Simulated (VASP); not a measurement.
# Mg2Si (Fm-3m) in VASP: notebook

Runs on Mg2Si. Level: PBE. Tasks: single point.

Program: VASP 6.6.1. These are calculated values, not measurements. Logs are shortened: lines on timing, memory, paths and dates and some standing lists are left out, and cuts for length are marked.

## (1) The cell of the first run

Symmetry: Fm-3m, No. 225, cubic system. Conventional cell: a = 6.234 Å, b = 6.234 Å, c = 6.234 Å, α = 90.00°, β = 90.00°, γ = 90.00°. Within 3.6 Å of Mg (site symmetry -43m) lie 4 Si at 2.70 Å and 6 Mg at 3.12 Å. Si (site symmetry m-3m) has 8 Mg at 2.70 Å within 3.6 Å.

## (2) Single point, PBE (20.19 Å³/atom)

INCAR reads:

```
SYSTEM = Mg2Si
PREC     = Accurate       ! precision mode
ENCUT    = 600            ! plane-wave cutoff, eV
EDIFF    = 1E-6           ! SCF threshold, eV
ISMEAR   = 0              ! smearing method
SIGMA    = 0.01           ! smearing width, eV
LREAL    = .False.        ! projectors in reciprocal space
LASPH    = .True.         ! aspherical terms in the spheres
NELM     = 120            ! most SCF steps
ALGO     = Normal         ! electronic algorithm
ISIF     = 2              ! what is computed and relaxed
LWAVE    = .False.        ! write WAVECAR
LCHARG   = .False.        ! write CHGCAR
GGA      = PE             ! functional
NBANDS   = 11             ! bands
GGA_COMPAT= .False.
```

KPOINTS reads:

```
Automatic mesh
0
Gamma
  6 6 6
  0 0 0
```

POSCAR reads:

```
Mg2Si
1.0
    0.0000000000      3.1170475821      3.1170475821
    3.1170475821      0.0000000000      3.1170475821
    3.1170475821      3.1170475821      0.0000000000
Mg Si
2 1
Direct
    0.2500000000      0.2500000000      0.2500000000
    0.7500000000      0.7500000000      0.7500000000
    0.0000000000      0.0000000000      0.0000000000
```

Potentials or basis: VASP PAW PBE potentials, release 64 (Mg, Si).

Started as:

```console
$ cat potpaw_PBE.64/Mg/POTCAR potpaw_PBE.64/Si/POTCAR > POTCAR
$ mpirun -np 1 vasp_std > vasp.out
```

OUTCAR:

```text
SYSTEM = Mg2Si
   PREC = Accurate
   ENCUT = 600
   EDIFF = 1E-6
   ISMEAR = 0
   LREAL = .False.
   LASPH = .True.
   NELM = 120
   ISIF = 2
   GGA = PE

 ion  position               nearest neighbor table
   1  0.250  0.250  0.250-   3 2.70   3 2.70   3 2.70   3 2.70   2 3.12   2 3.12   2 3.12   2 3.12
                             2 3.12   2 3.12
   2  0.750  0.750  0.750-   3 2.70   3 2.70   3 2.70   3 2.70   1 3.12   1 3.12   1 3.12   1 3.12
                             1 3.12   1 3.12
   3  0.000  0.000  0.000-   1 2.70   2 2.70   2 2.70   2 2.70   2 2.70   1 2.70   1 2.70   1 2.70

  LATTYP: Found a face centered cubic cell.
 ALAT       =     6.2340951642

  Lattice vectors:

 A1 = (   0.0000000000,   3.1170475821,   3.1170475821)
 A2 = (   3.1170475821,   0.0000000000,   3.1170475821)
 A3 = (   3.1170475821,   3.1170475821,   0.0000000000)

Analysis of symmetry for initial positions (statically):
=====================================================================
 Subroutine PRICEL returns:
 Original cell was already a primitive cell.

 Routine SETGRP: Setting up the symmetry group for a
 face centered cubic supercell.

 Subroutine GETGRP returns: Found 48 space group operations
 (whereof 48 operations were pure point group operations)
 out of a pool of 48 trial point group operations.

The static configuration has the point symmetry O_h .

Analysis of symmetry for dynamics (positions and initial velocities):
=====================================================================
 Subroutine PRICEL returns:
 Original cell was already a primitive cell.

 Routine SETGRP: Setting up the symmetry group for a
 face centered cubic supercell.

 Subroutine GETGRP returns: Found 48 space group operations
 (whereof 48 operations were pure point group operations)
 out of a pool of 48 trial point group operations.

The dynamic configuration has the point symmetry O_h .

 Subroutine INISYM returns: Found 48 space group operations
 (whereof 48 operations are pure point group operations),
 and found     1 'primitive' translations

----------------------------------------------------------------------------------------

                                     Primitive cell

  volume of cell :      60.5704

  direct lattice vectors                    reciprocal lattice vectors
     0.000000000  3.117047582  3.117047582    -0.160408203  0.160408203  0.160408203
     3.117047582  0.000000000  3.117047582     0.160408203 -0.160408203  0.160408203
     3.117047582  3.117047582  0.000000000     0.160408203  0.160408203 -0.160408203

  length of vectors
     4.408170965  4.408170965  4.408170965     0.277835157  0.277835157  0.277835157

  position of ions in fractional coordinates (direct lattice)
     0.250000000  0.250000000  0.250000000
     0.750000000  0.750000000  0.750000000
     0.000000000  0.000000000  0.000000000

  ion indices of the primitive-cell ions
   primitive index   ion index
                 1           1
                 2           2
                 3           3

----------------------------------------------------------------------------------------

 KPOINTS: Automatic mesh

Automatic generation of k-mesh.
 Grid dimensions read from file:
 generate k-points for:    6    6    6

 Generating k-lattice:

  Cartesian coordinates                     Fractional coordinates (reciprocal lattice)
    -0.026734700  0.026734700  0.026734700     0.166666667  0.000000000  0.000000000
     0.026734700 -0.026734700  0.026734700     0.000000000  0.166666667  0.000000000
     0.026734700  0.026734700 -0.026734700     0.000000000  0.000000000  0.166666667

  Length of vectors
     0.046305859  0.046305859  0.046305859

  Shift w.r.t. Gamma in fractional coordinates (k-lattice)
     0.000000000  0.000000000  0.000000000

 Subroutine IBZKPT returns following result:
 ===========================================

 Found     16 irreducible k-points:

 Following reciprocal coordinates:
            Coordinates               Weight
  0.000000  0.000000  0.000000      1.000000
  0.166667  0.000000  0.000000      8.000000
  0.333333  0.000000  0.000000      8.000000
  0.500000  0.000000  0.000000      4.000000
  0.166667  0.166667  0.000000      6.000000
  0.333333  0.166667  0.000000     24.000000
[... 8 lines left out ...]
 -0.333333  0.333333  0.166667     24.000000
 -0.333333  0.500000  0.166667     12.000000
   k-points           NKPTS =     16   k-points in BZ     NKDIM =     16   number of bands    NBANDS=     11
   number of dos      NEDOS =    301   number of ions     NIONS =      3
   total plane-waves  NPLWV =  46656
   dimension x,y,z NGX =    36 NGY =   36 NGZ =   36
   dimension x,y,z NGXF=    72 NGYF=   72 NGZF=   72
   ions per type =               2   1
   NGX,Y,Z   is equivalent  to a cutoff of  13.58, 13.58, 13.58 a.u.
   NGXF,Y,Z  is equivalent  to a cutoff of  27.15, 27.15, 27.15 a.u.
 SYSTEM =  Mg2Si
   PREC   = accura    normal or accurate (medium, high low for compatibility)
   ISTART =      0    job   : 0-new  1-cont  2-samecut
   ICHARG =      2    charge: 1-file 2-atom 10-const
   ISPIN  =      1    spin polarized calculation?
   LNONCOLLINEAR =      F non collinear calculations
   LSORBIT =      F    spin-orbit coupling
   LASPH  =      T    aspherical Exc in radial PAW
   ENCUT  =  600.0 eV  44.10 Ry    6.64 a.u.   8.80  8.80  8.80*2*pi/ulx,y,z
   NELM   =    120;   NELMIN=  2; NELMDL= -5     # of ELM steps
   EDIFF  = 0.1E-05   stopping-criterion for ELM
   LREAL  =      F    real-space projection
   EDIFFG = 0.1E-04   stopping-criterion for IOM
   NSW    =      0    number of steps for IOM
   IBRION =     -1    ionic relax: 0-MD 1-quasi-New 2-CG
   NFREE  =      0    steps in history (QN), initial steepest desc. (CG)
   ISIF   =      2    stress and relaxation
   ISYM   =      2    0-nonsym 1-usesym 2-fastsym
   POTIM  = 0.5000    time-step for ionic-motion
   TEBEG  =    0.0;   TEEND  =   0.0 temperature during run
   PSTRESS=    0.0 pullay stress
   NELECT =       8.0000    total number of electrons
   NUPDOWN=      -1.0000    fix difference up-down
   EMIN   =  10.00;   EMAX   =-10.00  energy-range for DOS
   EFERMI =   0.00;   METHOD = LEGACY
   ISMEAR =     0;   SIGMA  =   0.01  broadening in eV -4-tet -1-fermi 0-gaus
   EFERMI_NEDOS =   21; number of points for ismear=-14 and -15
   IALGO  =     38    algorithm
   IMIX   =      4    mixing-type and parameters
     AMIX     =   0.40;   BMIX     =  1.00
     AMIX_MAG =   1.60;   BMIX_MAG =  1.00
  volume/ion in A,a.u.               =      20.19       136.25
  Fermi-wavevector in a.u.,A,eV,Ry     =   0.833716  1.575495  9.457167  0.695082
  Thomas-Fermi vector in A             =   1.946986
   LORBIT       =      0    0 simple, 1 ext, 2 COOP (PROOUT), +10 PAW based schemes
   GGA     = PE    functional components
   LHFCALC =     F    Hartree Fock is set to
   AEXX    =    0.0000 exact exchange contribution
   IVDW    =     0    specifies the selected vdW correction
   LEPSILON=     F    determine dielectric tensor
   LRPA    =     F    only Hartree local field effects (RPA)
 non-spin polarized calculation
 Gauss-broadening in eV      SIGMA  =   0.01
  energy-cutoff  :      600.00
  volume of cell :       60.57
 maximum number of plane-waves:      2085
   NGX = 17   NGY = 17   NGZ = 17

 number of electron       8.0000000 magnetization

 Free energy of the ion-electron system (eV)
  ---------------------------------------------------
  ext. energy  EPLUGINS =         0.00000000
  ---------------------------------------------------
  free energy    TOTEN  =        -8.85529570 eV

  energy without entropy =       -8.85529570  energy(sigma->0) =       -8.85529570

 E-fermi :   4.0275     XC(G=0):  -8.9771

 val. band max:        3.9580337314   @ k =   0.0000   0.0000   0.0000
 cond. band min:       4.0888714154   @ k =   0.5000   0.5000   0.0000
 fundamental gap:      0.1308376840
 Fermi energy:         4.0275181586

 k-point     1 :       0.0000    0.0000    0.0000
  band No.  band energies     occupation
      1      -5.4013      2.00000
      2       3.9580      2.00000
      3       3.9580      2.00000
      4       3.9580      2.00000
      5       6.1692      0.00000
      6       6.5986      0.00000
      7       6.5986      0.00000
      8       6.5986      0.00000
      9       9.6533      0.00000
     10       9.6533      0.00000
     11      10.9888      0.00000

 k-point     2 :       0.1667    0.0000    0.0000
  band No.  band energies     occupation
      1      -5.1402      2.00000
      2       2.2258      2.00000
      3       3.7034      2.00000
      4       3.7034      2.00000
      5       6.0851      0.00000
      6       7.0143      0.00000
      7       7.0143      0.00000
      8       8.0414      0.00000
      9       8.9069      0.00000
     10       8.9069      0.00000
     11      10.7748      0.00000

 k-point     3 :       0.3333    0.0000    0.0000
  band No.  band energies     occupation
      1      -4.4389      2.00000
      2       0.0909      2.00000
      3       3.3633      2.00000
      4       3.3633      2.00000
      5       5.6117      0.00000
      6       6.8162      0.00000
      7       6.8162      0.00000
      8       9.3236      0.00000
      9       9.8623      0.00000
     10       9.8623      0.00000
     11      11.0062      0.00000
[... 155 lines left out ...]
 k-point    15 :      -0.3333    0.3333    0.1667
  band No.  band energies     occupation
      1      -3.4217      2.00000
      2      -0.2835      2.00000
      3       0.8069      2.00000
      4       1.9116      2.00000
      5       6.2623      0.00000
      6       6.8635      0.00000
      7       8.5142      0.00000
      8       9.0903      0.00000
      9      10.1289      0.00000
     10      12.3515      0.00000
     11      13.2919      0.00000

 k-point    16 :      -0.3333    0.5000    0.1667
  band No.  band energies     occupation
      1      -3.2316      2.00000
      2      -0.2269      2.00000
      3       0.8708      2.00000
      4       1.3142      2.00000
      5       5.7003      0.00000
      6       6.2051      0.00000
      7       9.1674      0.00000
      8       9.3301      0.00000
      9      12.4792      0.00000
     10      12.6487      0.00000
     11      13.0570      0.00000

------------------------ aborting loop because EDIFF is reached ----------------------------------------

  FORCE on cell =-STRESS in cart. coord.  units (eV):
  Direction    XX          YY          ZZ          XY          YZ          ZX
  --------------------------------------------------------------------------------------
  -------------------------------------------------------------------------------------
  Total        1.3957090      1.3957090      1.3957090     -0.0000000     -0.0000000      0.0000000
  in kB       36.9185966     36.9185966     36.9185966     -0.0000000     -0.0000000      0.0000000
  external PRESSURE =      36.9185966 kB  Pullay stress =       0.0000000 kB

 VOLUME and BASIS-vectors are now :
 -----------------------------------------------------------------------------
  energy-cutoff  :      600.00
  volume of cell :       60.57
      direct lattice vectors                 reciprocal lattice vectors
     0.000000000  3.117047582  3.117047582    -0.160408203  0.160408203  0.160408203
     3.117047582  0.000000000  3.117047582     0.160408203 -0.160408203  0.160408203
     3.117047582  3.117047582  0.000000000     0.160408203  0.160408203 -0.160408203

 POSITION                                       TOTAL-FORCE (eV/Angst)
 -----------------------------------------------------------------------------------
      1.55852      1.55852      1.55852         0.000000      0.000000      0.000000
      4.67557      4.67557      4.67557        -0.000000     -0.000000     -0.000000
      0.00000      0.00000      0.00000        -0.000000      0.000000     -0.000000
 -----------------------------------------------------------------------------------
    total drift:                               -0.000000     -0.000000     -0.000000

  FREE ENERGIE OF THE ION-ELECTRON SYSTEM (eV)
  ---------------------------------------------------
  free  energy   TOTEN  =        -8.8552956970 eV

  energy  without entropy=       -8.8552956970  energy(sigma->0) =       -8.85529570
```

Wall time 23 s (1 thread of Intel Xeon 8259CL, shared host); peak memory 0.21 GiB.

What came out:

```yaml
Free_energy: -8.8553 eV
Pressure: 3.7 GPa
Band_gap_on_the_k_mesh: 0.13 eV (least direct gap 2.15 eV)
```

Levels at points of the mesh, in eV from the valence-band top:
```csv
k point,band 1,band 2,band 3,band 4,band 5,band 6,band 7,band 8,band 9
"(0.00, 0.00, 0.00)",-9.36,0.00,0.00,0.00,2.21,2.64,2.64,2.64,5.70
"(0.50, 0.00, 0.00)",-7.83,-4.94,-0.72,-0.72,1.48,2.58,2.58,5.14,8.15
"(0.50, 0.50, 0.00)",-7.23,-4.57,-2.02,-2.02,0.13,0.49,8.25,8.25,8.65
```

Caveat: the cell stands under pressure; semilocal functionals underestimate gaps, and a narrow one can read as zero. A k mesh can miss the band edges.

## (3) Single point, PBE (20.83 Å³/atom)

This run uses another cell than the first one, of 20.83 Å³/atom.

INCAR reads:

```
SYSTEM = Mg2Si
PREC = Accurate ; ENCUT = 600
EDIFF = 1E-6 ; ISMEAR = 0
SIGMA = 0.01 ; LREAL = .False.
LASPH = .True. ; NELM = 120
ALGO = Normal ; ISIF = 2
LWAVE = .False. ; LCHARG = .False.
GGA = PE ; NBANDS = 11
GGA_COMPAT = .False.
```

KPOINTS is that of step 2.

POSCAR reads:

```
Mg2Si
1.0
    0.0000000000      3.1498610206      3.1498610206
    3.1498610206      0.0000000000      3.1498610206
    3.1498610206      3.1498610206      0.0000000000
Mg Si
2 1
Direct
    0.2500000000      0.2500000000      0.2500000000
    0.7500000000      0.7500000000      0.7500000000
    0.0000000000      0.0000000000      0.0000000000
```

Potentials or basis: VASP PAW PBE potentials, release 64 (Mg, Si).

Started as:

```console
$ cat potpaw_PBE.64/Mg/POTCAR potpaw_PBE.64/Si/POTCAR > POTCAR
$ mpirun -np 1 vasp_std > vasp.out
```

Wall time 23 s (1 thread of Intel Xeon 8259CL, shared host); peak memory 0.2 GiB.

Results (log left out):

* Free energy: -8.8871 eV
* Pressure: 1.6 GPa
* Band gap on the k mesh: 0.17 eV (least direct gap 2.02 eV)

Levels at points of the mesh, in eV from the valence-band top:
| k point | band 1 | band 2 | band 3 | band 4 | band 5 | band 6 | band 7 | band 8 |
| --- | --- | --- | --- | --- | --- | --- | --- | --- |
| (0.00, 0.00, 0.00) | -9.22 | 0.00 | 0.00 | 0.00 | 2.02 | 2.60 | 2.60 | 2.60 |
| (0.50, 0.00, 0.00) | -7.75 | -4.84 | -0.71 | -0.71 | 1.35 | 2.56 | 2.56 | 5.07 |
| (0.50, 0.50, 0.00) | -7.17 | -4.49 | -1.98 | -1.98 | 0.17 | 0.44 | 8.07 | 8.07 |

Caveat: semilocal functionals underestimate gaps, and a narrow one can read as zero.

## (4) Single point, PBE

This run uses another cell than the first one, of 21.48 Å³/atom.

INCAR reads:

```
SYSTEM = Mg2Si
ALGO = Normal ; EDIFF = 1E-6
ENCUT = 600 ; GGA = PE
GGA_COMPAT = .False. ; ISIF = 2
ISMEAR = 0 ; LASPH = .True.
LCHARG = .False. ; LREAL = .False.
LWAVE = .False. ; NBANDS = 11
NELM = 120 ; PREC = Accurate
SIGMA = 0.01
```

KPOINTS reads:

```
k-points
0
Gamma
  6 6 6
  0 0 0
```

POSCAR reads:

```
Mg2Si
1.0
    0.0000000000      3.1820046797      3.1820046797
    3.1820046797      0.0000000000      3.1820046797
    3.1820046797      3.1820046797      0.0000000000
Mg Si
2 1
Direct
    0.2500000000      0.2500000000      0.2500000000
    0.7500000000      0.7500000000      0.7500000000
    0.0000000000      0.0000000000      0.0000000000
```

Potentials or basis: VASP PAW PBE potentials, release 64 (Mg, Si).

Started as:

```console
$ cat potpaw_PBE.64/Mg/POTCAR potpaw_PBE.64/Si/POTCAR > POTCAR
$ mpirun -np 1 vasp_std > vasp.out
```

OUTCAR:

```text
SYSTEM = Mg2Si
   EDIFF = 1E-6
   ENCUT = 600
   GGA = PE
   ISIF = 2
   ISMEAR = 0
   LASPH = .True.
   LREAL = .False.
   NELM = 120
   PREC = Accurate

 ion  position               nearest neighbor table
   1  0.250  0.250  0.250-   3 2.76   3 2.76   3 2.76   3 2.76   2 3.18   2 3.18   2 3.18   2 3.18
                             2 3.18   2 3.18
   2  0.750  0.750  0.750-   3 2.76   3 2.76   3 2.76   3 2.76   1 3.18   1 3.18   1 3.18   1 3.18
                             1 3.18   1 3.18
[... 412 lines left out ...]
  Direction    XX          YY          ZZ          XY          YZ          ZX
  --------------------------------------------------------------------------------------
  -------------------------------------------------------------------------------------
  Total       -0.0513688     -0.0513688     -0.0513688     -0.0000000     -0.0000000      0.0000000
  in kB       -1.2772556     -1.2772556     -1.2772556     -0.0000000     -0.0000000      0.0000000
  external PRESSURE =      -1.2772556 kB  Pullay stress =       0.0000000 kB

 VOLUME and BASIS-vectors are now :
 -----------------------------------------------------------------------------
  energy-cutoff  :      600.00
  volume of cell :       64.44
      direct lattice vectors                 reciprocal lattice vectors
     0.000000000  3.182004680  3.182004680    -0.157133647  0.157133647  0.157133647
     3.182004680  0.000000000  3.182004680     0.157133647 -0.157133647  0.157133647
     3.182004680  3.182004680  0.000000000     0.157133647  0.157133647 -0.157133647

 POSITION                                       TOTAL-FORCE (eV/Angst)
 -----------------------------------------------------------------------------------
      1.59100      1.59100      1.59100        -0.000000     -0.000000     -0.000000
      4.77301      4.77301      4.77301         0.000000      0.000000     -0.000000
      0.00000      0.00000      0.00000         0.000000      0.000000      0.000000
 -----------------------------------------------------------------------------------
    total drift:                               -0.000000     -0.000000     -0.000000

  FREE ENERGIE OF THE ION-ELECTRON SYSTEM (eV)
  ---------------------------------------------------
  free  energy   TOTEN  =        -8.8958962546 eV

  energy  without entropy=       -8.8958962546  energy(sigma->0) =       -8.89589625
```

Wall time 24 s (1 thread of Intel Xeon 8259CL, shared host); peak memory 0.21 GiB.

What came out:

| Property | Result |
| --- | --- |
| Free energy | -8.8959 eV |
| Pressure | -0.1 GPa |
| Band gap on the k mesh | 0.21 eV (least direct gap 1.84 eV) |

Levels at points of the mesh, in eV from the valence-band top:
| k point | band 2 | band 3 | band 4 | band 5 | band 6 | band 7 |
| --- | --- | --- | --- | --- | --- | --- |
| (0.00, 0.00, 0.00) | 0.00 | 0.00 | 0.00 | 1.84 | 2.55 | 2.55 |
| (0.50, 0.00, 0.00) | -4.74 | -0.70 | -0.70 | 1.23 | 2.54 | 2.54 |
| (0.50, 0.50, 0.00) | -4.42 | -1.94 | -1.94 | 0.21 | 0.39 | 7.89 |

Caveat: semilocal functionals underestimate gaps, and a narrow one can read as zero. A k mesh can miss the band edges.

[end of part 1 of 2]
